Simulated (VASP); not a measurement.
# Rh (Fm-3m) in VASP: notebook, part 3 of 3

VASP 6.6.1.

## 4. Single point, PBEsol

INCAR

```
PREC = Accurate
ENCUT = 520
EDIFF = 1E-7
ISMEAR = -1
SIGMA = 0.1
LREAL = F
LASPH = T
NELM = 80
ALGO = Normal
ISIF = 2
LWAVE = F
LCHARG = F
GGA = PS
NBANDS = 14
```

KPOINTS

```
Automatic mesh
0
Gamma
  21 21 21
```

POSCAR

```
Rh
1.0
    0.0000000000      1.5971922238      1.5971922238
    1.5971922238      0.0000000000      1.5971922238
    1.5971922238      1.5971922238      0.0000000000
Rh
1
Direct
    0.0000000000      0.0000000000      0.0000000000
```

Potentials or basis: VASP PAW PBE potentials, release 64 (Rh_pv).

On the command line:

```bash
cat potpaw_PBE.64/Rh_pv/POTCAR > POTCAR
mpirun -np 1 vasp_std > vasp.out
```

OUTCAR:

```text
PREC = Accurate
   ENCUT = 520
   EDIFF = 1E-7
   ISMEAR = -1
   LREAL = F
   LASPH = T
   NELM = 80
   ISIF = 2
   GGA = PS

 ion  position               nearest neighbor table
   1  0.000  0.000  0.000-

  LATTYP: Found a face centered cubic cell.
 ALAT       =     3.1943844476

  Lattice vectors:

 A1 = (   0.0000000000,   1.5971922238,   1.5971922238)
 A2 = (   1.5971922238,   0.0000000000,   1.5971922238)
 A3 = (   1.5971922238,   1.5971922238,   0.0000000000)

Analysis of symmetry for initial positions (statically):
=====================================================================
 Subroutine PRICEL returns:
 Original cell was already a primitive cell.

 Routine SETGRP: Setting up the symmetry group for a
 face centered cubic supercell.

 Subroutine GETGRP returns: Found 48 space group operations
 (whereof 48 operations were pure point group operations)
 out of a pool of 48 trial point group operations.

The static configuration has the point symmetry O_h .

Analysis of symmetry for dynamics (positions and initial velocities):
=====================================================================
 Subroutine PRICEL returns:
 Original cell was already a primitive cell.

 Routine SETGRP: Setting up the symmetry group for a
 face centered cubic supercell.

 Subroutine GETGRP returns: Found 48 space group operations
 (whereof 48 operations were pure point group operations)
 out of a pool of 48 trial point group operations.

The dynamic configuration has the point symmetry O_h .

 Subroutine INISYM returns: Found 48 space group operations
 (whereof 48 operations are pure point group operations),
 and found     1 'primitive' translations

----------------------------------------------------------------------------------------

                                     Primitive cell

  volume of cell :       8.1489

  direct lattice vectors                    reciprocal lattice vectors
     0.000000000  1.597192224  1.597192224    -0.313049358  0.313049358  0.313049358
     1.597192224  0.000000000  1.597192224     0.313049358 -0.313049358  0.313049358
     1.597192224  1.597192224  0.000000000     0.313049358  0.313049358 -0.313049358

  length of vectors
     2.258770905  2.258770905  2.258770905     0.542217393  0.542217393  0.542217393

  position of ions in fractional coordinates (direct lattice)
     0.000000000  0.000000000  0.000000000

  ion indices of the primitive-cell ions
   primitive index   ion index
                 1           1

----------------------------------------------------------------------------------------

 KPOINTS: Automatic mesh

Automatic generation of k-mesh.
 Grid dimensions read from file:
 generate k-points for:   21   21   21

 Generating k-lattice:

  Cartesian coordinates                     Fractional coordinates (reciprocal lattice)
    -0.014907112  0.014907112  0.014907112     0.047619048  0.000000000  0.000000000
     0.014907112 -0.014907112  0.014907112     0.000000000  0.047619048  0.000000000
     0.014907112  0.014907112 -0.014907112     0.000000000  0.000000000  0.047619048

  Length of vectors
     0.025819876  0.025819876  0.025819876

  Shift w.r.t. Gamma in fractional coordinates (k-lattice)
     0.000000000  0.000000000  0.000000000

 Subroutine IBZKPT returns following result:
 ===========================================

 Found    286 irreducible k-points:

 Following reciprocal coordinates:
            Coordinates               Weight
  0.000000  0.000000  0.000000      1.000000
  0.047619  0.000000  0.000000      8.000000
  0.095238  0.000000  0.000000      8.000000
  0.142857  0.000000  0.000000      8.000000
  0.190476  0.000000  0.000000      8.000000
  0.238095  0.000000  0.000000      8.000000
[... 16 lines left out ...]
 -0.428571  0.047619  0.000000     24.000000
 -0.380952  0.047619  0.000000     24.000000
 [... further k-points ...]
   k-points           NKPTS =    286   k-points in BZ     NKDIM =    286   number of bands    NBANDS=     14
   number of dos      NEDOS =    301   number of ions     NIONS =      1
   total plane-waves  NPLWV =   5832
   dimension x,y,z NGX =    18 NGY =   18 NGZ =   18
   dimension x,y,z NGXF=    36 NGYF=   36 NGZF=   36
   ions per type =               1
   NGX,Y,Z   is equivalent  to a cutoff of  13.25, 13.25, 13.25 a.u.
   NGXF,Y,Z  is equivalent  to a cutoff of  26.50, 26.50, 26.50 a.u.
 SYSTEM =  unknown system
   PREC   = accura    normal or accurate (medium, high low for compatibility)
   ISTART =      0    job   : 0-new  1-cont  2-samecut
   ICHARG =      2    charge: 1-file 2-atom 10-const
   ISPIN  =      1    spin polarized calculation?
   LNONCOLLINEAR =      F non collinear calculations
   LSORBIT =      F    spin-orbit coupling
   LASPH  =      T    aspherical Exc in radial PAW
   ENCUT  =  520.0 eV  38.22 Ry    6.18 a.u.   4.20  4.20  4.20*2*pi/ulx,y,z
   NELM   =     80;   NELMIN=  2; NELMDL= -5     # of ELM steps
   EDIFF  = 0.1E-06   stopping-criterion for ELM
   LREAL  =      F    real-space projection
   EDIFFG = 0.1E-05   stopping-criterion for IOM
   NSW    =      0    number of steps for IOM
   IBRION =     -1    ionic relax: 0-MD 1-quasi-New 2-CG
   NFREE  =      0    steps in history (QN), initial steepest desc. (CG)
   ISIF   =      2    stress and relaxation
   ISYM   =      2    0-nonsym 1-usesym 2-fastsym
   POTIM  = 0.5000    time-step for ionic-motion
   TEBEG  =    0.0;   TEEND  =   0.0 temperature during run
   PSTRESS=    0.0 pullay stress
   NELECT =      15.0000    total number of electrons
   NUPDOWN=      -1.0000    fix difference up-down
   EMIN   =  10.00;   EMAX   =-10.00  energy-range for DOS
   EFERMI =   0.00;   METHOD = LEGACY
   ISMEAR =    -1;   SIGMA  =   0.10  broadening in eV -4-tet -1-fermi 0-gaus
   EFERMI_NEDOS =   21; number of points for ismear=-14 and -15
   IALGO  =     38    algorithm
   IMIX   =      4    mixing-type and parameters
     AMIX     =   0.40;   BMIX     =  1.00
     AMIX_MAG =   1.60;   BMIX_MAG =  1.00
  volume/ion in A,a.u.               =       8.15        54.99
  Fermi-wavevector in a.u.,A,eV,Ry     =   2.006341  3.791435 54.768945  4.025404
  Thomas-Fermi vector in A             =   3.020343
   LORBIT       =      0    0 simple, 1 ext, 2 COOP (PROOUT), +10 PAW based schemes
   GGA     = PS    functional components
   LHFCALC =     F    Hartree Fock is set to
   AEXX    =    0.0000 exact exchange contribution
   IVDW    =     0    specifies the selected vdW correction
   LEPSILON=     F    determine dielectric tensor
   LRPA    =     F    only Hartree local field effects (RPA)
 non-spin polarized calculation
  energy-cutoff  :      520.00
  volume of cell :        8.15
 maximum number of plane-waves:       229
 NGX is ok and might be reduce to    18
   NGX =  9   NGY =  9   NGZ =  9

 number of electron      14.9999998 magnetization

 Free energy of the ion-electron system (eV)
  ---------------------------------------------------
  ext. energy  EPLUGINS =         0.00000000
  ---------------------------------------------------
  free energy    TOTEN  =        -2.83926227 eV

  energy without entropy =       -2.82172438  energy(sigma->0) =       -2.83049332

 E-fermi :  24.3448     XC(G=0): -17.8488

 val. band max:       24.3404514558   @ k =  -0.3333   0.3333   0.0476
 cond. band min:      24.3513206540   @ k =   0.3333   0.1905   0.0000
 fundamental gap:      0.0108691982
 Fermi energy:        24.3448081159

 k-point     1 :       0.0000    0.0000    0.0000
  band No.  band energies     occupation
      1     -22.9625      2.00000
      2     -22.9625      2.00000
      3     -22.9625      2.00000
      4      12.4282      2.00000
      5      17.4717      2.00000
      6      17.4717      2.00000
      7      17.4717      2.00000
      8      22.1643      2.00000
      9      22.1643      2.00000
     10      37.9905      0.00000
     11      43.2723      0.00000
     12      46.9929      0.00000
     13      46.9929      0.00000
     14      46.9929      0.00000
[... 375 lines left out ...]
 k-point    24 :      -0.3810    0.0476    0.0000
  band No.  band energies     occupation
      1     -26.4829      2.00000
      2     -23.5046      2.00000
      3     -23.3887      2.00000
      4      12.7201      2.00000
      5      17.3304      2.00000
      6      17.5001      2.00000
      7      22.7109      2.00000
      8      24.3939      0.75947
      9      26.1685      0.00000
     10      37.9207      0.00000
     11      43.1305      0.00000
     12      43.6457      0.00000
     13      50.8484      0.00000
     14      52.2296      0.00000

 [... further k-points ...]
[... 5 lines left out ...]
  --------------------------------------------------------------------------------------
  -------------------------------------------------------------------------------------
  Total       26.2276251     26.2276251     26.2276251      0.0000000      0.0000000      0.0000000
  in kB     5156.6540059   5156.6540059   5156.6540059      0.0000000      0.0000000      0.0000000
  external PRESSURE =    5156.6540059 kB  Pullay stress =       0.0000000 kB

 VOLUME and BASIS-vectors are now :
 -----------------------------------------------------------------------------
  energy-cutoff  :      520.00
  volume of cell :        8.15
      direct lattice vectors                 reciprocal lattice vectors
     0.000000000  1.597192224  1.597192224    -0.313049358  0.313049358  0.313049358
     1.597192224  0.000000000  1.597192224     0.313049358 -0.313049358  0.313049358
     1.597192224  1.597192224  0.000000000     0.313049358  0.313049358 -0.313049358

 POSITION                                       TOTAL-FORCE (eV/Angst)
 -----------------------------------------------------------------------------------
      0.00000      0.00000      0.00000         0.000000      0.000000      0.000000
 -----------------------------------------------------------------------------------
    total drift:                                0.000000     -0.000000     -0.000000

  FREE ENERGIE OF THE ION-ELECTRON SYSTEM (eV)
  ---------------------------------------------------
  free  energy   TOTEN  =        -2.8392622719 eV

  energy  without entropy=       -2.8217243750  energy(sigma->0) =       -2.83049332
```

OSZICAR:

```text
N       E                     dE             d eps       ncg     rms          rms(c)
DAV:   1     0.114962855719E+03    0.11496E+03   -0.83597E+03  8166   0.125E+03
DAV:   2    -0.196181890511E+01   -0.11692E+03   -0.11182E+03  8932   0.355E+02
DAV:   3    -0.320442783828E+01   -0.12426E+01   -0.12414E+01  8938   0.390E+01
DAV:   4    -0.320683614921E+01   -0.24083E-02   -0.24083E-02  8800   0.179E+00
DAV:   5    -0.320684562709E+01   -0.94779E-05   -0.94777E-05  8896   0.983E-02    0.437E+01
DAV:   6    -0.293551802245E+01    0.27133E+00   -0.11251E-01  8458   0.545E+00    0.238E+01
DAV:   7    -0.284300042854E+01    0.92518E-01   -0.45633E-02  8320   0.338E+00    0.216E+00
DAV:   8    -0.283935417208E+01    0.36463E-02   -0.12131E-02  8512   0.177E+00    0.246E-01
DAV:   9    -0.283926078449E+01    0.93388E-04   -0.11458E-04  8254   0.170E-01    0.166E-02
DAV:  10    -0.283926177060E+01   -0.98611E-06   -0.41740E-06  8866   0.277E-02    0.284E-03
DAV:  11    -0.283926261300E+01   -0.84240E-06   -0.18849E-07  7502   0.626E-03    0.714E-04
DAV:  12    -0.283926223080E+01    0.38221E-06   -0.19933E-08  4388   0.227E-03    0.306E-04
DAV:  13    -0.283926227187E+01   -0.41076E-07   -0.16833E-09  4130   0.619E-04
   1 F= -.28392623E+01 E0= -.28304933E+01  d E =-.175379E-01
```

stdout:

```text
POSCAR found type information on POSCAR Rh
 POSCAR found :  1 types and       1 ions
 scaLAPACK will be used
 -----------------------------------------------------------------------------
|                                                                             |
|                                                                             |
|     You enforced a specific xc type in the INCAR file but a different       |
|     I HOPE YOU KNOW WHAT YOU ARE DOING!                                     |
|                                                                             |
 -----------------------------------------------------------------------------

 LDA part: xc-table for (Slater+PW92), standard interpolation
 POSCAR, INCAR and KPOINTS ok, starting setup
 FFT: planning ... GRIDC
 FFT: planning ... GRID_SOFT
 FFT: planning ... GRID
 WAVECAR not read
 entering main loop
```

It took 53 s on 1 thread of Intel Xeon 8259CL, shared host; peak memory 0.14 GiB.

What came out:

- Free energy: -2.8393 eV
- Pressure: 515.7 GPa

Caveat: the PAW data sets were made with another functional, which shifts forces and pressure a little.

## 5. Single point, PBEsol

This run uses another cell than the first one, of 13.52 Å³/atom, 1.661 times its volume.

INCAR

```
SYSTEM = Rh
PREC = Accurate
ENCUT = 520
EDIFF = 1E-6
ISMEAR = -1
SIGMA = 0.1
LREAL = .False.
LASPH = .True.
NELM = 100
ALGO = Normal
ISIF = 2
LWAVE = .False.
LCHARG = .False.
GGA = PS
NBANDS = 14
```

KPOINTS

```
Automatic mesh
0
Gamma
  18 18 18
  0 0 0
```

POSCAR

```
Rh
1.0
    0.0000000000      1.8907829342      1.8907829342
    1.8907829342      0.0000000000      1.8907829342
    1.8907829342      1.8907829342      0.0000000000
Rh
1
Direct
    0.0000000000      0.0000000000      0.0000000000
```

Potentials or basis: VASP PAW PBE potentials, release 64 (Rh_pv).

On the command line:

```bash
cat potpaw_PBE.64/Rh_pv/POTCAR > POTCAR
mpirun -np 1 vasp_std > vasp.out
```

OUTCAR:

```text
SYSTEM = Rh
   PREC = Accurate
   ENCUT = 520
   EDIFF = 1E-6
   ISMEAR = -1
   LREAL = .False.
   LASPH = .True.
   NELM = 100
   ISIF = 2
   GGA = PS

 ion  position               nearest neighbor table
   1  0.000  0.000  0.000-

  LATTYP: Found a face centered cubic cell.
 ALAT       =     3.7815658684

  Lattice vectors:

 A1 = (   0.0000000000,   1.8907829342,   1.8907829342)
 A2 = (   1.8907829342,   0.0000000000,   1.8907829342)
 A3 = (   1.8907829342,   1.8907829342,   0.0000000000)

Analysis of symmetry for initial positions (statically):
=====================================================================
 Subroutine PRICEL returns:
 Original cell was already a primitive cell.

 Routine SETGRP: Setting up the symmetry group for a
 face centered cubic supercell.

 Subroutine GETGRP returns: Found 48 space group operations
 (whereof 48 operations were pure point group operations)
 out of a pool of 48 trial point group operations.

The static configuration has the point symmetry O_h .

Analysis of symmetry for dynamics (positions and initial velocities):
=====================================================================
 Subroutine PRICEL returns:
 Original cell was already a primitive cell.

[... 161 lines left out ...]
      1     -34.2976      2.00000
      2     -34.2976      2.00000
      3     -34.2976      2.00000
      4       3.8871      2.00000
      5       8.8891      2.00000
      6       8.8891      2.00000
      7       8.8891      2.00000
      8      11.0575      1.99991
      9      11.0575      1.99991
     10      27.9873      0.00000
     11      32.3821      0.00000
     12      33.5332      0.00000
     13      33.5332      0.00000
     14      33.5332      0.00000
[... 377 lines left out ...]
      1     -34.6750      2.00000
      2     -34.3743      2.00000
      3     -34.3404      2.00000
      4       5.7478      2.00000
      5       8.5282      2.00000
      6       9.2931      2.00000
      7       9.3481      2.00000
      8      10.8506      1.99999
      9      11.5545      1.98730
     10      27.5898      0.00000
     11      29.7837      0.00000
     12      32.3833      0.00000
     13      35.1062      0.00000
     14      36.9362      0.00000

 [... further k-points ...]
[... 5 lines left out ...]
  --------------------------------------------------------------------------------------
  -------------------------------------------------------------------------------------
  Total       -0.0073058     -0.0073058     -0.0073058      0.0000000     -0.0000000      0.0000000
  in kB       -0.8658120     -0.8658120     -0.8658120      0.0000000     -0.0000000      0.0000000
  external PRESSURE =      -0.8658120 kB  Pullay stress =       0.0000000 kB

 VOLUME and BASIS-vectors are now :
 -----------------------------------------------------------------------------
  energy-cutoff  :      520.00
  volume of cell :       13.52
      direct lattice vectors                 reciprocal lattice vectors
     0.000000000  1.890782934  1.890782934    -0.264440720  0.264440720  0.264440720
     1.890782934  0.000000000  1.890782934     0.264440720 -0.264440720  0.264440720
     1.890782934  1.890782934  0.000000000     0.264440720  0.264440720 -0.264440720

 POSITION                                       TOTAL-FORCE (eV/Angst)
 -----------------------------------------------------------------------------------
      0.00000      0.00000      0.00000         0.000000     -0.000000     -0.000000
 -----------------------------------------------------------------------------------
    total drift:                                0.000000     -0.000000      0.000000

  FREE ENERGIE OF THE ION-ELECTRON SYSTEM (eV)
  ---------------------------------------------------
  free  energy   TOTEN  =        -8.1591390329 eV

  energy  without entropy=       -8.1165624531  energy(sigma->0) =       -8.13785074
```

OSZICAR:

```text
N       E                     dE             d eps       ncg     rms          rms(c)
DAV:   1     0.118778154662E+03    0.11878E+03   -0.87436E+03  5474   0.115E+03
DAV:   2    -0.723442789155E+01   -0.12601E+03   -0.12053E+03  6102   0.341E+02
DAV:   3    -0.878533017872E+01   -0.15509E+01   -0.15485E+01  6498   0.415E+01
DAV:   4    -0.879087139694E+01   -0.55412E-02   -0.55410E-02  6252   0.255E+00
DAV:   5    -0.879091825448E+01   -0.46858E-04   -0.46858E-04  6426   0.207E-01    0.115E+01
DAV:   6    -0.818642815820E+01    0.60449E+00   -0.98603E-01  5772   0.139E+01    0.364E+00
DAV:   7    -0.816407561514E+01    0.22353E-01   -0.21686E-02  6288   0.182E+00    0.166E+00
DAV:   8    -0.815939078695E+01    0.46848E-02   -0.47914E-03  5772   0.954E-01    0.255E-01
DAV:   9    -0.815913387401E+01    0.25691E-03   -0.21229E-04  5706   0.207E-01    0.262E-02
DAV:  10    -0.815913881253E+01   -0.49385E-05   -0.24880E-06  6270   0.180E-02    0.585E-03
DAV:  11    -0.815913903293E+01   -0.22040E-06   -0.47606E-07  3018   0.975E-03
   1 F= -.81591390E+01 E0= -.81378507E+01  d E =-.425766E-01
```

Wall time 48 s (1 thread of Intel Xeon 8259CL, shared host); peak memory 0.15 GiB.

What came out:

* Free energy: -8.1591 eV
* Pressure: -0.1 GPa

Levels at points of the mesh, in eV from the Fermi level:
```
           k point  band 4  band 5  band 6  band 7  band 8  band 9  band 10  band 11
(0.00, 0.00, 0.00)   -8.17   -3.17   -3.17   -3.17   -1.00   -1.00    15.93    20.32
(0.50, 0.00, 0.00)   -6.30   -3.25   -3.25    0.60    0.60    0.64     8.77    15.44
(0.50, 0.50, 0.00)   -6.50   -6.12    0.58    1.03    1.03    3.21    12.45    13.34
```

Caveat: the PAW data sets were made with another functional, which shifts forces and pressure a little.

## 6. The runs side by side

| cell | k mesh | gap on the mesh (eV) | pressure (GPa) |
| --- | --- | --- | --- |
| a = 2.258 Å, angles 60.0°, 1 atom | 21 × 21 × 21 | none | 518.7 |
| a = 2.259 Å, angles 60.0°, 1 atom | 21 × 21 × 21 | none | 515.7 |
| a = 2.674 Å, angles 60.0°, 1 atom | 18 × 18 × 18 | none | -0.1 |

Alike in all rows: task single point; level PBEsol; potentials or basis VASP PAW PBE potentials, release 64 (Rh_pv); no spin polarisation; cutoff (eV) 520; smearing fermi-dirac 0.1 eV.

Caveats: the PAW data sets were made with another functional, which shifts forces and pressure a little.

Absolute energies hang on the potentials; compare differences alone.
